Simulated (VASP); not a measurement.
# Sr (Im-3m) in VASP: further runs, part 2 of 2

VASP 6.6.1. Earlier steps stand in the parts before.

### Step 5. Single point, LDA

Contents of INCAR:

```
SYSTEM = Sr
PREC     = Accurate       ! precision mode
ENCUT    = 500            ! plane-wave cutoff, eV
EDIFF    = 1E-6           ! SCF threshold, eV
ISMEAR   = -1             ! smearing method
SIGMA    = 0.1            ! smearing width, eV
LREAL    = .False.        ! projectors in reciprocal space
LASPH    = .True.         ! aspherical terms in the spheres
NELM     = 120            ! most SCF steps
ALGO     = Normal         ! electronic algorithm
ISIF     = 2              ! what is computed and relaxed
LWAVE    = .False.        ! write WAVECAR
LCHARG   = .False.        ! write CHGCAR
GGA      = CA             ! functional
NBANDS   = 11             ! bands
GGA_COMPAT= .False.
```

Contents of KPOINTS:

```
regular mesh
0
Gamma
  6 6 6
  0 0 0
```

Contents of POSCAR:

```
Sr
1.0
   -2.4350000000      2.4350000000      2.4350000000
    2.4350000000     -2.4350000000      2.4350000000
    2.4350000000      2.4350000000     -2.4350000000
Sr
1
Direct
    0.0000000000      0.0000000000      0.0000000000
```

Potentials or basis: VASP PAW LDA potentials, release 64 (Sr_sv).

Run with:

```
$ cat potpaw_LDA.64/Sr_sv/POTCAR > POTCAR
$ mpirun -np 1 vasp_std > vasp.out
```

OUTCAR:

```text
SYSTEM = Sr
   PREC = Accurate
   ENCUT = 500
   EDIFF = 1E-6
   ISMEAR = -1
   LREAL = .False.
   LASPH = .True.
   NELM = 120
   ISIF = 2
   GGA = CA

 ion  position               nearest neighbor table
   1  0.000  0.000  0.000-

  LATTYP: Found a body centered cubic cell.
 ALAT       =     4.8700000000

  Lattice vectors:

 A1 = (  -2.4350000000,   2.4350000000,   2.4350000000)
 A2 = (   2.4350000000,  -2.4350000000,   2.4350000000)
 A3 = (   2.4350000000,   2.4350000000,  -2.4350000000)

Analysis of symmetry for initial positions (statically):
=====================================================================
 Subroutine PRICEL returns:
 Original cell was already a primitive cell.

 Routine SETGRP: Setting up the symmetry group for a
 body centered cubic supercell.

 Subroutine GETGRP returns: Found 48 space group operations
 (whereof 48 operations were pure point group operations)
 out of a pool of 48 trial point group operations.

The static configuration has the point symmetry O_h .

Analysis of symmetry for dynamics (positions and initial velocities):
=====================================================================
 Subroutine PRICEL returns:
 Original cell was already a primitive cell.

 Routine SETGRP: Setting up the symmetry group for a
 body centered cubic supercell.

 Subroutine GETGRP returns: Found 48 space group operations
 (whereof 48 operations were pure point group operations)
 out of a pool of 48 trial point group operations.

The dynamic configuration has the point symmetry O_h .

 Subroutine INISYM returns: Found 48 space group operations
 (whereof 48 operations are pure point group operations),
 and found     1 'primitive' translations

----------------------------------------------------------------------------------------

                                     Primitive cell

  volume of cell :      57.7507

  direct lattice vectors                    reciprocal lattice vectors
    -2.435000000  2.435000000  2.435000000     0.000000000  0.205338809  0.205338809
     2.435000000 -2.435000000  2.435000000     0.205338809  0.000000000  0.205338809
     2.435000000  2.435000000 -2.435000000     0.205338809  0.205338809  0.000000000

  length of vectors
     4.217543716  4.217543716  4.217543716     0.290392929  0.290392929  0.290392929

  position of ions in fractional coordinates (direct lattice)
     0.000000000  0.000000000  0.000000000

  ion indices of the primitive-cell ions
   primitive index   ion index
                 1           1

----------------------------------------------------------------------------------------

 KPOINTS: regular mesh

Automatic generation of k-mesh.
 Grid dimensions read from file:
 generate k-points for:    6    6    6

 Generating k-lattice:

  Cartesian coordinates                     Fractional coordinates (reciprocal lattice)
     0.000000000  0.034223135  0.034223135     0.166666667  0.000000000  0.000000000
     0.034223135  0.000000000  0.034223135     0.000000000  0.166666667  0.000000000
     0.034223135  0.034223135  0.000000000     0.000000000  0.000000000  0.166666667

  Length of vectors
     0.048398821  0.048398821  0.048398821

  Shift w.r.t. Gamma in fractional coordinates (k-lattice)
     0.000000000  0.000000000  0.000000000

 Subroutine IBZKPT returns following result:
 ===========================================

 Found     16 irreducible k-points:

 Following reciprocal coordinates:
            Coordinates               Weight
  0.000000  0.000000  0.000000      1.000000
  0.166667  0.000000  0.000000     12.000000
  0.333333  0.000000  0.000000     12.000000
  0.500000  0.000000  0.000000      6.000000
  0.166667  0.166667  0.000000     24.000000
  0.333333  0.166667  0.000000     48.000000
[... 8 lines left out ...]
  0.500000  0.500000  0.333333     12.000000
  0.500000  0.500000  0.500000      1.000000
   k-points           NKPTS =     16   k-points in BZ     NKDIM =     16   number of bands    NBANDS=     11
   number of dos      NEDOS =    301   number of ions     NIONS =      1
   total plane-waves  NPLWV =  32768
   dimension x,y,z NGX =    32 NGY =   32 NGZ =   32
   dimension x,y,z NGXF=    64 NGYF=   64 NGZF=   64
   ions per type =               1
   NGX,Y,Z   is equivalent  to a cutoff of  12.61, 12.61, 12.61 a.u.
   NGXF,Y,Z  is equivalent  to a cutoff of  25.23, 25.23, 25.23 a.u.
 SYSTEM =  Sr
   PREC   = accura    normal or accurate (medium, high low for compatibility)
   ISTART =      0    job   : 0-new  1-cont  2-samecut
   ICHARG =      2    charge: 1-file 2-atom 10-const
   ISPIN  =      1    spin polarized calculation?
   LNONCOLLINEAR =      F non collinear calculations
   LSORBIT =      F    spin-orbit coupling
   LASPH  =      T    aspherical Exc in radial PAW
   ENCUT  =  500.0 eV  36.75 Ry    6.06 a.u.   7.69  7.69  7.69*2*pi/ulx,y,z
   NELM   =    120;   NELMIN=  2; NELMDL= -5     # of ELM steps
   EDIFF  = 0.1E-05   stopping-criterion for ELM
   LREAL  =      F    real-space projection
   EDIFFG = 0.1E-04   stopping-criterion for IOM
   NSW    =      0    number of steps for IOM
   IBRION =     -1    ionic relax: 0-MD 1-quasi-New 2-CG
   NFREE  =      0    steps in history (QN), initial steepest desc. (CG)
   ISIF   =      2    stress and relaxation
   ISYM   =      2    0-nonsym 1-usesym 2-fastsym
   POTIM  = 0.5000    time-step for ionic-motion
   TEBEG  =    0.0;   TEEND  =   0.0 temperature during run
   PSTRESS=    0.0 pullay stress
   NELECT =      10.0000    total number of electrons
   NUPDOWN=      -1.0000    fix difference up-down
   EMIN   =  10.00;   EMAX   =-10.00  energy-range for DOS
   EFERMI =   0.00;   METHOD = LEGACY
   ISMEAR =    -1;   SIGMA  =   0.10  broadening in eV -4-tet -1-fermi 0-gaus
   EFERMI_NEDOS =   21; number of points for ismear=-14 and -15
   IALGO  =     38    algorithm
   IMIX   =      4    mixing-type and parameters
     AMIX     =   0.40;   BMIX     =  1.00
     AMIX_MAG =   1.60;   BMIX_MAG =  1.00
  volume/ion in A,a.u.               =      57.75       389.72
  Fermi-wavevector in a.u.,A,eV,Ry     =   0.912478  1.724334 11.328437  0.832617
  Thomas-Fermi vector in A             =   2.036879
   LORBIT       =      0    0 simple, 1 ext, 2 COOP (PROOUT), +10 PAW based schemes
   GGA     = CA    functional components
   LHFCALC =     F    Hartree Fock is set to
   AEXX    =    0.0000 exact exchange contribution
   IVDW    =     0    specifies the selected vdW correction
   LEPSILON=     F    determine dielectric tensor
   LRPA    =     F    only Hartree local field effects (RPA)
 non-spin polarized calculation
  energy-cutoff  :      500.00
  volume of cell :       57.75
 maximum number of plane-waves:      1484
   NGX = 15   NGY = 15   NGZ = 15

 number of electron      10.0000000 magnetization

 Free energy of the ion-electron system (eV)
  ---------------------------------------------------
  ext. energy  EPLUGINS =         0.00000000
  ---------------------------------------------------
  free energy    TOTEN  =        -1.84759406 eV

  energy without entropy =       -1.79772844  energy(sigma->0) =       -1.82266125

 E-fermi :   1.2627     XC(G=0):  -7.4050

 val. band max:        1.2291161850   @ k =   0.5000   0.5000   0.3333
 cond. band min:       1.2778168422   @ k =   0.5000   0.5000   0.3333
 fundamental gap:      0.0487006572
 Fermi energy:         1.2627069384

 k-point     1 :       0.0000    0.0000    0.0000
  band No.  band energies     occupation
      1     -35.2978      2.00000
      2     -17.2866      2.00000
      3     -17.2866      2.00000
      4     -17.2866      2.00000
      5      -2.3211      2.00000
      6       3.4563      0.00000
      7       3.4563      0.00000
      8       3.4563      0.00000
      9       4.7444      0.00000
     10       4.7444      0.00000
     11       9.2227      0.00000
[... 197 lines left out ...]
 k-point    16 :       0.5000    0.5000    0.5000
  band No.  band energies     occupation
      1     -35.2756      2.00000
      2     -17.4101      2.00000
      3     -17.4101      2.00000
      4     -17.4101      2.00000
      5       1.1690      1.43711
      6       1.1690      1.43711
      7       4.6915      0.00000
      8       4.6915      0.00000
      9       4.6915      0.00000
     10       5.9459      0.00000
     11       5.9459      0.00000

------------------------ aborting loop because EDIFF is reached ----------------------------------------

  FORCE on cell =-STRESS in cart. coord.  units (eV):
  Direction    XX          YY          ZZ          XY          YZ          ZX
  --------------------------------------------------------------------------------------
  -------------------------------------------------------------------------------------
  Total       -0.6742750     -0.6742750     -0.6742750     -0.0000000     -0.0000000      0.0000000
  in kB      -18.7064243    -18.7064243    -18.7064243     -0.0000000     -0.0000000      0.0000000
  external PRESSURE =     -18.7064243 kB  Pullay stress =       0.0000000 kB

 VOLUME and BASIS-vectors are now :
 -----------------------------------------------------------------------------
  energy-cutoff  :      500.00
  volume of cell :       57.75
      direct lattice vectors                 reciprocal lattice vectors
    -2.435000000  2.435000000  2.435000000     0.000000000  0.205338809  0.205338809
     2.435000000 -2.435000000  2.435000000     0.205338809  0.000000000  0.205338809
     2.435000000  2.435000000 -2.435000000     0.205338809  0.205338809  0.000000000

 POSITION                                       TOTAL-FORCE (eV/Angst)
 -----------------------------------------------------------------------------------
      0.00000      0.00000      0.00000        -0.000000     -0.000000      0.000000
 -----------------------------------------------------------------------------------
    total drift:                                0.000000      0.000000     -0.000000

  FREE ENERGIE OF THE ION-ELECTRON SYSTEM (eV)
  ---------------------------------------------------
  free  energy   TOTEN  =        -1.8475940612 eV

  energy  without entropy=       -1.7977284367  energy(sigma->0) =       -1.82266125
```

Wall time 5.5 s (1 thread of Intel Xeon Platinum 8488C (Sapphire Rapids), shared host); peak memory 0.15 GiB.

What came out:

```
Free energy            : -1.8476 eV
Pressure               : -1.9 GPa
Band gap on the k mesh : zero (band 5 reaches 1.40 eV, above the bottom of band 6 at 1.17 eV)
```

Levels at points of the mesh, in eV from the Fermi level:
```tsv
k point	band 1	band 2	band 3	band 4	band 5	band 6	band 7	band 8	band 9	band 10
(0.00, 0.00, 0.00)	-36.56	-18.55	-18.55	-18.55	-3.58	2.19	2.19	2.19	3.48	3.48
(0.50, 0.00, 0.00)	-36.55	-18.72	-18.61	-18.55	-1.02	0.22	1.13	3.26	3.91	5.05
(0.50, 0.50, 0.50)	-36.54	-18.67	-18.67	-18.67	-0.09	-0.09	3.43	3.43	3.43	4.68
```

### Step 6. Summary

| k mesh | gap on the mesh (eV) | pressure (GPa) |
| --- | --- | --- |
| 3 × 3 × 3 | - | -1.5 |
| 4 × 4 × 4 | none | -2.0 |
| 5 × 5 × 5 | none | -1.9 |
| 6 × 6 × 6 | none | -1.9 |

Alike in all rows: task single point; level LDA; potentials or basis VASP PAW LDA potentials, release 64 (Sr_sv); no spin polarisation; cell as given; cutoff (eV) 500; smearing fermi-dirac 0.1 eV.

Caveats: some runs use coarse meshes.

Absolute energies hang on the potentials; compare differences alone.
